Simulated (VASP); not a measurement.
A run of VASP 6.6.1:

Contents of INCAR:

```
SYSTEM = Cd3SeS2
ALGO = Normal
EDIFF = 1E-6
ENCUT = 520
GGA = PE
ISIF = 2
ISMEAR = 0
LASPH = .TRUE.
LCHARG = .FALSE.
LREAL = .FALSE.
LWAVE = .FALSE.
NBANDS = 36
NELM = 80
PREC = Accurate
SIGMA = 0.1
```

The input KPOINTS:

```
k-points
0
G
  6 6 6
  0 0 0
```

POSCAR

```
Cd3SeS2
1.0
   -2.1275830000      2.1275830000      9.0157309000
    2.1275830000     -2.1275830000      9.0157309000
    2.1275830000      2.1275830000     -9.0157309000
Cd Se S
3 1 2
Direct
    0.8388770000      0.8388770000      0.0000000000
    0.5000000000      0.5000000000      0.0000000000
    0.1611230000      0.1611230000      0.0000000000
    0.2500000000      0.7500000000      0.5000000000
    0.5804510000      0.0804510000      0.5000000000
    0.9195490000      0.4195490000      0.5000000000
```

Potentials or basis: VASP PAW PBE potentials, release 64 (Cd, Se, S).

Run with:

```bash
$ cat potpaw_PBE.64/Cd/POTCAR potpaw_PBE.64/Se/POTCAR potpaw_PBE.64/S/POTCAR > POTCAR
$ mpirun -np 1 vasp_std > vasp.out
```

Hardware: 1 thread of Intel(R) Xeon(R) Platinum 8375C CPU @ 2.90GHz (Ice Lake) (shared host).

Question: Estimate the wall time of this run.

Answer: It took 9.7 min on 1 thread of Intel(R) Xeon(R) Platinum 8375C CPU @ 2.90GHz (Ice Lake), on a shared host, peak memory 0.8 GiB. Counts: scf iterations 14, k points 30.
